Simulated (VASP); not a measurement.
# Al (Fmmm) in VASP: notebook, part 2 of 2

VASP 6.6.1. The steps go on from the part before.

### 4 Single point, LDA

INCAR reads:

```
SYSTEM = Al
PREC = Accurate
ENCUT = 520
EDIFF = 1E-7
ISMEAR = -1
SIGMA = 0.1
LREAL = .FALSE.
LASPH = .TRUE.
NELM = 60
ALGO = Normal
ISIF = 2
LWAVE = .FALSE.
LCHARG = .TRUE.
LELF = .TRUE.
LVHAR = .TRUE.
NBANDS = 8
```

KPOINTS reads:

```
Automatic mesh
0
G
  15 15 15
  0 0 0
```

POSCAR reads:

```
Al
1.0
   -1.5832629050      1.5832629050      1.5912190000
    1.5832629050     -1.5832629050      1.5912190000
    1.5991750950      1.5991750950     -1.5912190000
Al
1
Direct
    0.0000000000      0.0000000000      0.0000000000
```

Potentials or basis: VASP PAW LDA potentials, release 64 (Al).

Run with:

```console
> cat potpaw_LDA.64/Al/POTCAR > POTCAR
> mpirun -np 1 vasp_std > vasp.out
```

OUTCAR:

```text
SYSTEM = Al
   PREC = Accurate
   ENCUT = 520
   EDIFF = 1E-7
   ISMEAR = -1
   LREAL = .FALSE.
   LASPH = .TRUE.
   NELM = 60
   ISIF = 2

 ion  position               nearest neighbor table
   1  0.000  0.000  0.000-

  LATTYP: Found a face centered orthorhombic cell.
 ALAT       =     3.1824380000
 B/A-ratio  =     1.4071424946
 C/A-ratio  =     1.4212846302

  Lattice vectors:

 A1 = (   3.1824380000,   0.0159121900,   0.0000000000)
 A2 = (   1.5991750950,   1.5991750950,   1.5912190000)
 A3 = (   1.5832629050,  -1.5832629050,   1.5912190000)

Analysis of symmetry for initial positions (statically):
=====================================================================
 Subroutine PRICEL returns:
 Original cell was already a primitive cell.

 Routine SETGRP: Setting up the symmetry group for a
 face centered orthorhombic supercell.

 Subroutine GETGRP returns: Found  8 space group operations
 (whereof  8 operations were pure point group operations)
 out of a pool of  8 trial point group operations.

The static configuration has the point symmetry D_2h.

Analysis of symmetry for dynamics (positions and initial velocities):
=====================================================================
 Subroutine PRICEL returns:
 Original cell was already a primitive cell.

 Routine SETGRP: Setting up the symmetry group for a
 face centered orthorhombic supercell.

 Subroutine GETGRP returns: Found  8 space group operations
 (whereof  8 operations were pure point group operations)
 out of a pool of  8 trial point group operations.

The dynamic configuration has the point symmetry D_2h.

 Subroutine INISYM returns: Found  8 space group operations
 (whereof  8 operations are pure point group operations),
 and found     1 'primitive' translations

----------------------------------------------------------------------------------------
[... 110 lines left out ...]
     AMIX     =   0.40;   BMIX     =  1.00
     AMIX_MAG =   1.60;   BMIX_MAG =  1.00
  volume/ion in A,a.u.               =      16.12       108.75
  Fermi-wavevector in a.u.,A,eV,Ry     =   0.934765  1.766449 11.888564  0.873785
  Thomas-Fermi vector in A             =   2.061603
   LORBIT       =      0    0 simple, 1 ext, 2 COOP (PROOUT), +10 PAW based schemes
   GGA     = CA    functional components
   LHFCALC =     F    Hartree Fock is set to
   AEXX    =    0.0000 exact exchange contribution
   IVDW    =     0    specifies the selected vdW correction
   LEPSILON=     F    determine dielectric tensor
   LRPA    =     F    only Hartree local field effects (RPA)
 non-spin polarized calculation
  energy-cutoff  :      520.00
  volume of cell :       16.12
 maximum number of plane-waves:       448
   NGX = 11   NGY = 11   NGZ = 11

 number of electron       3.0000000 magnetization

 Free energy of the ion-electron system (eV)
  ---------------------------------------------------
  ext. energy  EPLUGINS =         0.00000000
  ---------------------------------------------------
  free energy    TOTEN  =        -4.09886488 eV

  energy without entropy =       -4.08501737  energy(sigma->0) =       -4.09194113

 E-fermi :   8.0356     XC(G=0): -10.4349

 val. band max:        8.0291872634   @ k =   0.2667   0.0667   0.2000
 cond. band min:       8.0368395494   @ k =   0.2667   0.2000   0.0667
 fundamental gap:      0.0076522860
 Fermi energy:         8.0355947659

 k-point     1 :       0.0000    0.0000    0.0000
  band No.  band energies     occupation
      1      -3.2203      2.00000
      2      21.3048      0.00000
      3      21.3613      0.00000
      4      21.4456      0.00000
      5      22.6735      0.00000
      6      22.8126      0.00000
      7      22.9387      0.00000
      8      24.5070      0.00000
[... 243 lines left out ...]
 k-point    24 :       0.2000    0.1333   -0.0000
  band No.  band energies     occupation
      1      -0.7856      2.00000
      2      12.0656      0.00000
      3      13.8979      0.00000
      4      17.0767      0.00000
      5      21.1807      0.00000
      6      22.6042      0.00000
      7      25.2507      0.00000
      8      27.5221      0.00000

 [... further k-points ...]

------------------------ aborting loop because EDIFF is reached ----------------------------------------

  FORCE on cell =-STRESS in cart. coord.  units (eV):
  Direction    XX          YY          ZZ          XY          YZ          ZX
  --------------------------------------------------------------------------------------
  -------------------------------------------------------------------------------------
  Total        0.0524978      0.0524978      0.0468041     -0.0378010      0.0000000      0.0000000
  in kB        5.2193058      5.2193058      4.6532450     -3.7581584      0.0000000      0.0000000
  external PRESSURE =       5.0306189 kB  Pullay stress =       0.0000000 kB

 VOLUME and BASIS-vectors are now :
 -----------------------------------------------------------------------------
  energy-cutoff  :      520.00
  volume of cell :       16.12
      direct lattice vectors                 reciprocal lattice vectors
    -1.583262905  1.583262905  1.591219000    -0.001571162  0.314232359  0.314224503
     1.583262905 -1.583262905  1.591219000     0.314232359 -0.001571162  0.314224503
     1.599175095  1.599175095 -1.591219000     0.312661197  0.312661197  0.000000000

 POSITION                                       TOTAL-FORCE (eV/Angst)
 -----------------------------------------------------------------------------------
      0.00000      0.00000      0.00000         0.000000     -0.000000      0.000000
 -----------------------------------------------------------------------------------
    total drift:                                0.000000     -0.000000     -0.000000

  FREE ENERGIE OF THE ION-ELECTRON SYSTEM (eV)
  ---------------------------------------------------
  free  energy   TOTEN  =        -4.0988648779 eV

  energy  without entropy=       -4.0850173733  energy(sigma->0) =       -4.09194113
```

OSZICAR:

```text
N       E                     dE             d eps       ncg     rms          rms(c)
DAV:   1    -0.274745663823E+01   -0.27475E+01   -0.90263E+02  8240   0.209E+02
DAV:   2    -0.412249066737E+01   -0.13750E+01   -0.13312E+01 11248   0.188E+01
DAV:   3    -0.412939394411E+01   -0.69033E-02   -0.68968E-02  9856   0.142E+00
DAV:   4    -0.412940711947E+01   -0.13175E-04   -0.13176E-04 12120   0.602E-02
DAV:   5    -0.412940714548E+01   -0.26004E-07   -0.26082E-07 10176   0.170E-03    0.135E+00
DAV:   6    -0.411068400144E+01    0.18723E-01   -0.30033E-03  8984   0.210E-01    0.750E-01
DAV:   7    -0.409889079061E+01    0.11793E-01   -0.73753E-03  9216   0.323E-01    0.157E-01
DAV:   8    -0.409886494703E+01    0.25844E-04   -0.30870E-05 11280   0.353E-02    0.128E-02
DAV:   9    -0.409886487793E+01    0.69103E-07   -0.15745E-07 10336   0.198E-03
   1 F= -.40988649E+01 E0= -.40919411E+01  d E =-.138475E-01
```

stdout:

```text
POSCAR found type information on POSCAR Al
 POSCAR found :  1 types and       1 ions
 scaLAPACK will be used
 LDA part: xc-table for (Slater(with rela. corr.)+CA(PZ))
 , standard interpolation
 POSCAR, INCAR and KPOINTS ok, starting setup
 FFT: planning ... GRIDC
 FFT: planning ... GRID_SOFT
 FFT: planning ... GRID
 WAVECAR not read
 entering main loop
```

Run time: 21 s. Hardware: 1 thread of AMD EPYC 9R45 (Zen 5), shared host; peak memory 0.13 GiB.

What came out:

| Quantity | Value |
| --- | --- |
| Free energy | -4.0989 eV |
| Pressure | 0.5 GPa |

### 5 Overview

```tsv
cell	gap on the mesh (eV)	pressure (GPa)
a = 2.761, b = 2.761, c = 2.751 Å, angles 109.5, 109.5, 109.6°, 1 atom	none	0.5
a = 2.751, b = 2.751, c = 2.761 Å, angles 109.5, 109.5, 109.3°, 1 atom	none	0.5
a = 2.747, b = 2.747, c = 2.765 Å, angles 109.5, 109.5, 109.2°, 1 atom	none	0.5
```

Alike in all rows: task single point; level LDA; potentials or basis VASP PAW LDA potentials, release 64 (Al); no spin polarisation; k mesh 15 × 15 × 15; cutoff (eV) 520; smearing fermi-dirac 0.1 eV.

Total energies depend on the potentials used, so only differences within one code and one set of settings carry meaning.
